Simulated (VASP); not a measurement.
Input of a VASP 6.6.1 run:

File INCAR:

```
SYSTEM = NaS3
ALGO = Normal
EDIFF = 1E-7
EDIFFG = -0.04
ENCUT = 600
GGA = PE
IBRION = 2
ISIF = 3
ISMEAR = 0
LASPH = .True.
LCHARG = .False.
LREAL = .False.
LWAVE = .False.
NELM = 80
NSW = 90
PREC = Accurate
SIGMA = 0.1
```

Contents of KPOINTS:

```
k-points
0
Gamma
  4 4 4
  0 0 0
```

POSCAR

```
NaS3
1.0
    4.3435558308      0.0000000000      0.0000000000
    0.0000000000      4.3435558308      0.0000000000
    0.0000000000      0.0000000000      4.3435558308
Na S
1 3
Direct
    0.0000000000      0.0000000000      0.0000000000
    0.0000000000      0.5000000000      0.5000000000
    0.5000000000      0.0000000000      0.5000000000
    0.5000000000      0.5000000000      0.0000000000
```

Potentials or basis: VASP PAW PBE potentials, release 64 (Na_pv, S).

Launch:

```sh
$ cat potpaw_PBE.64/Na_pv/POTCAR potpaw_PBE.64/S/POTCAR > POTCAR
$ mpirun -np 1 vasp_std > vasp.out
```

Predict the space group after relaxing (to 0.05 Å).

Pm-3m (No. 221).

What does it give for the relaxed volume?

17.66 Å³/atom.

The path:
```
step  energy change (eV)  largest force (eV/Å)  pressure (GPa)  volume (Å³)
   1              0.0000                0.0000           -5.82        81.95
   2             -0.2194                0.0000           -2.03        73.43
   3             -0.2390                0.0000           -0.16        70.65
```

Caveat: the k points lie up to 0.38 Å⁻¹ apart in the final cell.
